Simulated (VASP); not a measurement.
# B15P16 (a cell with a defect) in VASP: further runs

The runs below take B15P16 (a cell with a defect) through single point, with PBE.

Everything below comes from runs of VASP 6.6.1. Logs are shortened: lines on timing, memory, paths and dates and some standing lists are left out, and cuts for length are marked.

### Step 1. The cell of the first run

The cell holds a defect, 31 atoms: a = 7.878 Å, b = 7.878 Å, c = 7.878 Å, α = 109.47°, β = 109.47°, γ = 109.47°.

### Step 2. Single point, PBE (atoms taken out, then relaxed in part)

Contents of INCAR:

```
ALGO = Normal
EDIFF = 1E-6
ENCUT = 520
GGA = PE
ISIF = 2
ISMEAR = 0
LASPH = True
LCHARG = True
LELF = True
LREAL = Auto
LVHAR = True
LWAVE = False
NBANDS = 84
NELECT = 126.0
NELM = 60
PREC = Accurate
SIGMA = 0.01
```

Contents of KPOINTS:

```
Automatic mesh
0
Gamma
  2 2 2
  0.5 0.5 0.5
```

Contents of POSCAR:

```
B15P16
1.0
   -4.5481927936      4.5481927936     -4.5481927936
    4.5481927936     -4.5481927936     -4.5481927936
   -4.5481927936     -4.5481927936      4.5481927936
B P
15 16
Direct
    0.7510816593      0.2500000000      1.0006946227
    0.5000000000      0.2500000000      0.2500000000
    0.2506946227      0.0010816593      0.7500000000
    0.2506946227      0.2500000000      0.5010816593
    1.0000000000      1.0010816593      1.0006946227
    0.7493053773     -0.0006946227      0.2503870366
    0.5000000000      0.7500000000      0.7500000000
    0.5003870366     -0.0006946227      0.4993053773
    0.2489183407      0.7496129634      0.9989183407
    0.0000000000      0.7500000000      0.2500000000
    0.7510816593      0.5006946227      0.7500000000
    0.7493053773      0.7503870366      0.4993053773
    0.4996129634      0.4989183407      0.9989183407
    0.2489183407      0.4989183407      0.2496129634
    0.0000000000      0.5006946227      0.5010816593
    0.0000000000      0.5000170008      0.7500000000
    0.7505206369      0.5000135740      0.0000135740
    0.4994929371      0.4994793631      0.2494929371
    0.2500170008      0.2500000000      0.7500000000
    0.2500135740      0.5000135740      0.5005206369
    0.0000000000      0.2500000000      0.0000170008
    0.7499864260      0.2500000000      0.2505070629
    0.5005070629     -0.0000135740      0.7500000000
    0.5005070629      0.2500000000      0.4999864260
    0.2500135740      0.0005206369      0.0000135740
    0.0000000000     -0.0000135740      0.2505070629
    0.7499864260      0.7505070629      0.7500000000
    0.7499829992     -0.0000170008      0.4999829992
    0.4994929371      0.7494929371     -0.0005206369
    0.2494793631      0.7494929371      0.2494929371
    0.0000000000      0.7505070629      0.4999864260
```

Potentials or basis: VASP PAW PBE potentials, release 64 (B, P).

On the command line:

```console
$ cat potpaw_PBE.64/B/POTCAR potpaw_PBE.64/P/POTCAR > POTCAR
$ mpirun -np 1 vasp_std > vasp.out
```

OUTCAR:

```text
EDIFF = 1E-6
   ENCUT = 520
   GGA = PE
   ISIF = 2
   ISMEAR = 0
   LASPH = True
   LREAL = Auto
   NELECT = 126.0
   NELM = 60
   PREC = Accurate

 ion  position               nearest neighbor table
   1  0.751  0.250  0.001-  21 1.96  22 1.97  17 1.97  23 1.97
   2  0.500  0.250  0.250-  18 1.97  22 1.97  24 1.97  25 1.97
   3  0.251  0.001  0.750-  19 1.96  23 1.97  25 1.97  31 1.97
   4  0.251  0.250  0.501-  19 1.96  24 1.97  20 1.97  26 1.97
   5  0.000  0.001  0.001-  21 1.96  26 1.97  25 1.97  27 1.97
   6  0.749  0.999  0.250-  28 1.96  29 1.97  22 1.97  26 1.97
   7  0.500  0.750  0.750-  20 1.97  23 1.97  27 1.97  29 1.97
   8  0.500  0.999  0.499-  28 1.96  30 1.97  23 1.97  24 1.97
   9  0.249  0.750  0.999-  16 1.96  25 1.97  30 1.97  29 1.97
  10  0.000  0.750  0.250-  17 1.97  26 1.97  30 1.97  31 1.97
  11  0.751  0.501  0.750-  16 1.96  27 1.97  24 1.97  17 1.97
  12  0.749  0.750  0.499-  28 1.96  18 1.97  27 1.97  31 1.97
  13  0.500  0.499  0.999-  19 1.96  17 1.97  18 1.97  29 1.97
  14  0.249  0.499  0.250-  21 1.96  20 1.97  18 1.97  30 1.97
  15  0.000  0.501  0.501-  16 1.96  31 1.97  22 1.97  20 1.97
  16  0.000  0.500  0.750-   9 1.96  11 1.96  15 1.96
  17  0.751  0.500  0.000-  10 1.97  13 1.97  11 1.97   1 1.97
  18  0.499  0.499  0.249-   2 1.97  12 1.97  13 1.97  14 1.97
  19  0.250  0.250  0.750-  13 1.96   4 1.96   3 1.96
  20  0.250  0.500  0.501-   7 1.97  14 1.97   4 1.97  15 1.97
  21  0.000  0.250  0.000-  14 1.96   5 1.96   1 1.96
  22  0.750  0.250  0.251-   2 1.97   1 1.97  15 1.97   6 1.97
  23  0.501  1.000  0.750-   7 1.97   3 1.97   1 1.97   8 1.97
  24  0.501  0.250  0.500-   2 1.97   4 1.97  11 1.97   8 1.97
  25  0.250  0.001  0.000-   2 1.97   9 1.97   5 1.97   3 1.97
  26  0.000  1.000  0.251-  10 1.97   5 1.97   4 1.97   6 1.97
  27  0.750  0.751  0.750-   7 1.97  11 1.97   5 1.97  12 1.97
  28  0.750  1.000  0.500-   6 1.96   8 1.96  12 1.96
  29  0.499  0.749  0.999-   7 1.97   6 1.97   9 1.97  13 1.97
  30  0.249  0.749  0.249-  10 1.97   8 1.97   9 1.97  14 1.97
  31  0.000  0.751  0.500-  10 1.97  15 1.97   3 1.97  12 1.97

  LATTYP: Found a body centered cubic cell.
 ALAT       =     9.0963855872

  Lattice vectors:

 A1 = (  -4.5481927936,   4.5481927936,  -4.5481927936)
 A2 = (   4.5481927936,  -4.5481927936,  -4.5481927936)
 A3 = (  -4.5481927936,  -4.5481927936,   4.5481927936)

Analysis of symmetry for initial positions (statically):
=====================================================================
 Subroutine PRICEL returns:
 Original cell was already a primitive cell.

 Routine SETGRP: Setting up the symmetry group for a
 body centered cubic supercell.

 Subroutine GETGRP returns: Found 24 space group operations
 (whereof  2 operations were pure point group operations)
 out of a pool of 48 trial point group operations.

The static configuration has the point symmetry C_1h.
 The point group associated with its full space group is T_d .

Analysis of symmetry for dynamics (positions and initial velocities):
=====================================================================
 Subroutine PRICEL returns:
 Original cell was already a primitive cell.

 Routine SETGRP: Setting up the symmetry group for a
 body centered cubic supercell.

 Subroutine GETGRP returns: Found 24 space group operations
 (whereof  2 operations were pure point group operations)
 out of a pool of 48 trial point group operations.

The dynamic configuration has the point symmetry C_1h.
 The point group associated with its full space group is T_d .

 Subroutine INISYM returns: Found 24 space group operations
 (whereof  2 operations are pure point group operations),
 and found     1 'primitive' translations

----------------------------------------------------------------------------------------

                                     Primitive cell

  volume of cell :     376.3367

  direct lattice vectors                    reciprocal lattice vectors
    -4.548192794  4.548192794 -4.548192794    -0.109933774  0.000000000 -0.109933774
[... 44 lines left out ...]
   IALGO  =     38    algorithm
   IMIX   =      4    mixing-type and parameters
     AMIX     =   0.40;   BMIX     =  1.00
     AMIX_MAG =   1.60;   BMIX_MAG =  1.00
  volume/ion in A,a.u.               =      12.14        81.92
  Fermi-wavevector in a.u.,A,eV,Ry     =   1.136771  2.148185 17.582092  1.292247
  Thomas-Fermi vector in A             =   2.273476
   LORBIT       =      0    0 simple, 1 ext, 2 COOP (PROOUT), +10 PAW based schemes
   GGA     = PE    functional components
   LHFCALC =     F    Hartree Fock is set to
   AEXX    =    0.0000 exact exchange contribution
   IVDW    =     0    specifies the selected vdW correction
   LEPSILON=     F    determine dielectric tensor
   LRPA    =     F    only Hartree local field effects (RPA)
 non-spin polarized calculation
 Gauss-broadening in eV      SIGMA  =   0.01
  energy-cutoff  :      520.00
  volume of cell :      376.34
 maximum number of plane-waves:     10168
 NGX is ok and might be reduce to    60
   NGX = 29   NGY = 29   NGZ = 29

 number of electron     126.0000012 magnetization

 Free energy of the ion-electron system (eV)
  ---------------------------------------------------
  ext. energy  EPLUGINS =         0.00000000
  ---------------------------------------------------
  free energy    TOTEN  =      -188.48501550 eV

  energy without entropy =     -188.47971536  energy(sigma->0) =     -188.48236543

 E-fermi :   7.3221     XC(G=0): -10.8261

 val. band max:        7.3152096283   @ k =  -0.2500   0.2500   0.2500
 cond. band min:       7.5012770627   @ k =   0.2500   0.2500   0.2500
 fundamental gap:      0.1860674344
 Fermi energy:         7.3220502951

 k-point     1 :       0.2500    0.2500    0.2500
  band No.  band energies     occupation
      1      -7.2132      2.00000
      2      -7.2132      2.00000
      3      -7.2132      2.00000
      4      -6.7571      2.00000
      5      -4.6617      2.00000
      6      -4.6617      2.00000
[... 67 lines left out ...]
     74       9.9843      0.00000
     75       9.9843      0.00000

 k-point     2 :      -0.2500    0.2500    0.2500
  band No.  band energies     occupation
      1      -7.8469      2.00000
      2      -6.5512      2.00000
      3      -6.4370      2.00000
      4      -6.4370      2.00000
      5      -6.1565      2.00000
      6      -5.2710      2.00000
[... 67 lines left out ...]
     74      10.7821      0.00000
     75      10.7821      0.00000
 [bands above 75 left out]

------------------------ aborting loop because EDIFF is reached ----------------------------------------

  FORCE on cell =-STRESS in cart. coord.  units (eV):
  Direction    XX          YY          ZZ          XY          YZ          ZX
  --------------------------------------------------------------------------------------
  -------------------------------------------------------------------------------------
  Total       10.6482780     10.6482780     10.6482780      0.0000000      0.0000000      0.0000000
  in kB       45.3328869     45.3328869     45.3328869      0.0000000      0.0000000      0.0000000
  external PRESSURE =      45.3328869 kB  Pullay stress =       0.0000000 kB

 VOLUME and BASIS-vectors are now :
 -----------------------------------------------------------------------------
  energy-cutoff  :      520.00
  volume of cell :      376.34
      direct lattice vectors                 reciprocal lattice vectors
    -4.548192794  4.548192794 -4.548192794    -0.109933774  0.000000000 -0.109933774
     4.548192794 -4.548192794 -4.548192794     0.000000000 -0.109933774 -0.109933774
    -4.548192794 -4.548192794  4.548192794    -0.109933774 -0.109933774  0.000000000

 POSITION                                       TOTAL-FORCE (eV/Angst)
 -----------------------------------------------------------------------------------
     -2.28218      2.27586     -4.54995         0.007052     -0.018275      0.018275
     -2.27410      0.00000     -2.27410        -0.000000     -0.000000     -0.000000
     -4.54643     -2.27586      2.26602        -0.018275      0.018275      0.007052
     -2.28218     -2.27586      0.00176         0.007052      0.018275     -0.018275
      0.00176     -0.00808     -0.00176        -0.018275      0.007052      0.018275
     -0.00176     -2.27586     -6.81421         0.018275      0.018275     -0.007052
[... 23 lines left out ...]
      1.13942     -3.40890     -3.40878        -0.006897     -0.000275     -0.006897
      1.13942     -5.68749     -1.13942        -0.006897      0.000275      0.006897
 -----------------------------------------------------------------------------------
    total drift:                                0.000002      0.000002      0.000002

  FREE ENERGIE OF THE ION-ELECTRON SYSTEM (eV)
  ---------------------------------------------------
  free  energy   TOTEN  =      -188.4850154987 eV

  energy  without entropy=     -188.4797153599  energy(sigma->0) =     -188.48236543
```

It took 4.3 min on 1 thread of Intel Xeon 8259CL, shared host; peak memory 0.47 GiB.

Results:

- Free energy: -188.4850 eV
- Largest force: 0.027 eV/Å

Forces on the atoms (eV/Å):
```
B    0.007 -0.018  0.018
B    0.000  0.000  0.000
B   -0.018  0.018  0.007
B    0.007  0.018 -0.018
B   -0.018  0.007  0.018
B    0.018  0.018 -0.007
B    0.000  0.000  0.000
B    0.018 -0.007  0.018
B   -0.007 -0.018 -0.018
B    0.000  0.000  0.000
B    0.018 -0.018  0.007
B   -0.007  0.018  0.018
B   -0.018 -0.007 -0.018
B   -0.018 -0.018 -0.007
B    0.018  0.007 -0.018
P   -0.003  0.003  0.003
P    0.007  0.000  0.007
P    0.000 -0.007 -0.007
P    0.003 -0.003  0.003
P    0.007  0.007  0.000
P    0.003  0.003 -0.003
P    0.000  0.007 -0.007
P    0.007 -0.007  0.000
P    0.000 -0.007  0.007
P    0.000  0.007  0.007
P    0.007  0.000 -0.007
P   -0.007  0.007  0.000
P   -0.003 -0.003 -0.003
P   -0.007 -0.007  0.000
P   -0.007  0.000 -0.007
P   -0.007  0.000  0.007
```

Caveat: the k points lie up to 0.49 Å⁻¹ apart; the cell carries a net charge on a neutralising background, which shifts energy and pressure; the cell differs from its parent crystal (atoms taken out, then relaxed in part); the cell is charged against a uniform background, so pressure and absolute levels hang on convention.

### Step 3. Single point, PBE, collinear spin (atoms taken out, then relaxed in part)

Contents of INCAR:

```
SYSTEM = B15P16
ALGO = Normal ; EDIFF = 1E-6
ENCUT = 520 ; GGA = PE
ISIF = 2 ; ISMEAR = 0
ISPIN = 2 ; LASPH = .True.
LCHARG = .False. ; LORBIT = 11
LREAL = Auto ; LWAVE = .False.
MAGMOM = 0 0 0 0 0 0 0 0 0 0 0 0 0 0 0 0.25 0 0 0.25 0 0.25 0 0 0 0 0 0 0.25 0 0 0 ; NBANDS = 88
NELM = 150 ; PREC = Accurate
SIGMA = 0.01
```

KPOINTS is that of step 2.

Contents of POSCAR:

```
B15P16
1.0
   -4.5481927936      4.5481927936     -4.5481927936
    4.5481927936     -4.5481927936     -4.5481927936
   -4.5481927936     -4.5481927936      4.5481927936
B P
15 16
Direct
    0.7497322566      0.2500000000      0.9997643361
    0.5000000000      0.2500000000      0.2500000000
    0.2497643361     -0.0002677434      0.7500000000
    0.2497643361      0.2500000000      0.4997322566
    1.0000000000      0.9997322566      0.9997643361
    0.7502356639      0.0002356639      0.2499679206
    0.5000000000      0.7500000000      0.7500000000
    0.4999679206      0.0002356639      0.5002356639
    0.2502677434      0.7500320794      1.0002677434
    0.0000000000      0.7500000000      0.2500000000
    0.7497322566      0.4997643361      0.7500000000
    0.7502356639      0.7499679206      0.5002356639
    0.5000320794      0.5002677434      1.0002677434
    0.2502677434      0.5002677434      0.2500320794
    0.0000000000      0.4997643361      0.4997322566
    0.0000000000      0.5054871886      0.7500000000
    0.7506775759      0.4999677248     -0.0000322752
    0.4992901489      0.4993224241      0.2492901489
    0.2554871886      0.2500000000      0.7500000000
    0.2499677248      0.4999677248      0.5006775759
    0.0000000000      0.2500000000      0.0054871886
    0.7500322752      0.2500000000      0.2507098511
    0.5007098511      0.0000322752      0.7500000000
    0.5007098511      0.2500000000      0.5000322752
    0.2499677248      0.0006775759     -0.0000322752
    0.0000000000      0.0000322752      0.2507098511
    0.7500322752      0.7507098511      0.7500000000
    0.7445128114     -0.0054871886      0.4945128114
    0.4992901489      0.7492901489     -0.0006775759
    0.2493224241      0.7492901489      0.2492901489
    0.0000000000      0.7507098511      0.5000322752
```

Potentials or basis: VASP PAW PBE potentials, release 64 (B, P).

On the command line:

```console
$ cat potpaw_PBE.64/B/POTCAR potpaw_PBE.64/P/POTCAR > POTCAR
$ mpirun -np 1 vasp_std > vasp.out
```

Wall time 9.2 min (1 thread of Intel Xeon 8259CL, shared host); peak memory 0.66 GiB.

It converged, with:

| Item | Value |
| --- | --- |
| Free energy | -195.8974 eV |
| Pressure | -0.1 GPa |
| Largest force | 0.029 eV/Å |
| Net moment | 1.50 μB per cell |
| Site moments | B +0.01; P +0.13, +0.01 (each value once) μB |
| Valence electrons inside the program's atomic spheres | B 1.93, 1.94 (each value once); P 2.52, 2.56 (each value once) |

Forces in eV/Å, atoms in the order of the input:
```
B   -0.012  0.019 -0.019
B    0.000  0.000  0.000
B    0.019 -0.019 -0.012
B   -0.012 -0.019  0.019
B    0.019 -0.012 -0.019
B   -0.019 -0.019  0.012
B    0.000  0.000  0.000
B   -0.019  0.012 -0.019
B    0.012  0.019  0.019
B    0.000  0.000  0.000
B   -0.019  0.019 -0.012
B    0.012 -0.019 -0.019
B    0.019  0.012  0.019
B    0.019  0.019  0.012
B   -0.019 -0.012  0.019
P    0.015 -0.015 -0.015
P   -0.006 -0.009 -0.006
P   -0.009  0.006  0.006
P   -0.015  0.015 -0.015
P   -0.006 -0.006 -0.009
P   -0.015 -0.015  0.015
P    0.009 -0.006  0.006
P   -0.006  0.006  0.009
P    0.009  0.006 -0.006
P   -0.009 -0.006 -0.006
P   -0.006  0.009  0.006
P    0.006 -0.006  0.009
P    0.015  0.015  0.015
P    0.006  0.006 -0.009
P    0.006 -0.009  0.006
P    0.006  0.009 -0.006
```

Levels at points of the mesh, in eV from the Fermi level:
Spin up:
```csv
k point,band 58,band 59,band 60,band 61,band 62,band 63,band 64,band 65,band 66,band 67
"(0.25, 0.25, 0.25)",-1.26,-1.23,-1.23,-1.23,0.09,0.09,0.09,2.43,2.43,2.43
```
Spin down:
```
           k point  band 59  band 60  band 61  band 62  band 63  band 64
(0.25, 0.25, 0.25)    -1.21    -1.21    -1.21     0.42     0.42     0.42
```

Caveat: the k points lie up to 0.49 Å⁻¹ apart; the cell differs from its parent crystal (atoms taken out, then relaxed in part); a moment this small can come from the mesh or the smearing.

### Step 4. Single point, PBE, collinear spin (atoms taken out, then relaxed in part)

Contents of INCAR:

```
PREC = Accurate
ENCUT = 520
EDIFF = 1E-7
ISMEAR = 0
SIGMA = 0.01
LREAL = Auto
LASPH = T
NELM = 150
ALGO = Normal
ISIF = 2
LWAVE = F
LCHARG = F
ISPIN = 2
MAGMOM = 0 0 0 0 0 0 0 0 0 0 0 0 0 0 0 0.75 0 0 0.75 0 0.75 0 0 0 0 0 0 0.75 0 0 0
LORBIT = 11
GGA = PE
NBANDS = 88
```

KPOINTS is that of step 3.

Changes to POSCAR since step 3:

```diff
@@ -16,3 +16,3 @@
     0.4999679206      0.0002356639      0.5002356639
-    0.2502677434      0.7500320794      1.0002677434
+    0.2502677434      0.7500320795      1.0002677434
     0.0000000000      0.7500000000      0.2500000000
@@ -20,4 +20,4 @@
     0.7502356639      0.7499679206      0.5002356639
-    0.5000320794      0.5002677434      1.0002677434
-    0.2502677434      0.5002677434      0.2500320794
+    0.5000320795      0.5002677434      1.0002677434
+    0.2502677434      0.5002677434      0.2500320795
     0.0000000000      0.4997643361      0.4997322566
```

On the command line:

```console
$ cat potpaw_PBE.64/B/POTCAR potpaw_PBE.64/P/POTCAR > POTCAR
$ mpirun -np 1 vasp_std > vasp.out
```

Run time: 10 min. Hardware: 1 thread of Intel Xeon 8259CL, shared host; peak memory 0.66 GiB.

The run converged. Its results:

* Free energy: -195.8974 eV
* Pressure: -0.1 GPa
* Largest force: 0.029 eV/Å
* Net moment: 1.50 μB per cell
* Site moments: B +0.01; P +0.13, +0.01 (each value once) μB
* Valence electrons inside the program's atomic spheres: B 1.93, 1.94 (each value once); P 2.52, 2.56 (each value once)

Forces on the atoms (eV/Å):
```
B   -0.012  0.019 -0.019
B    0.000  0.000  0.000
B    0.019 -0.019 -0.012
B   -0.012 -0.019  0.019
B    0.019 -0.012 -0.019
B   -0.019 -0.019  0.012
B    0.000  0.000  0.000
B   -0.019  0.012 -0.019
B    0.012  0.019  0.019
B    0.000  0.000  0.000
B   -0.019  0.019 -0.012
B    0.012 -0.019 -0.019
B    0.019  0.012  0.019
B    0.019  0.019  0.012
B   -0.019 -0.012  0.019
P    0.015 -0.015 -0.015
P   -0.006 -0.009 -0.006
P   -0.009  0.006  0.006
P   -0.015  0.015 -0.015
P   -0.006 -0.006 -0.009
P   -0.015 -0.015  0.015
P    0.009 -0.006  0.006
P   -0.006  0.006  0.009
P    0.009  0.006 -0.006
P   -0.009 -0.006 -0.006
P   -0.006  0.009  0.006
P    0.006 -0.006  0.009
P    0.015  0.015  0.015
P    0.006  0.006 -0.009
P    0.006 -0.009  0.006
P    0.006  0.009 -0.006
```

Levels at points of the mesh, in eV from the Fermi level:
Spin up:
```tsv
k point	band 59	band 60	band 61	band 62	band 63	band 64	band 65	band 66
(0.25, 0.25, 0.25)	-1.23	-1.23	-1.23	0.10	0.10	0.10	2.43	2.43
```
Spin down:
```tsv
k point	band 58	band 59	band 60	band 61	band 62	band 63	band 64	band 65
(0.25, 0.25, 0.25)	-1.22	-1.20	-1.20	-1.20	0.43	0.43	0.43	2.45
```

Caveat: the k points lie up to 0.49 Å⁻¹ apart; the cell differs from its parent crystal (atoms taken out, then relaxed in part); a moment this small can come from the mesh or the smearing.
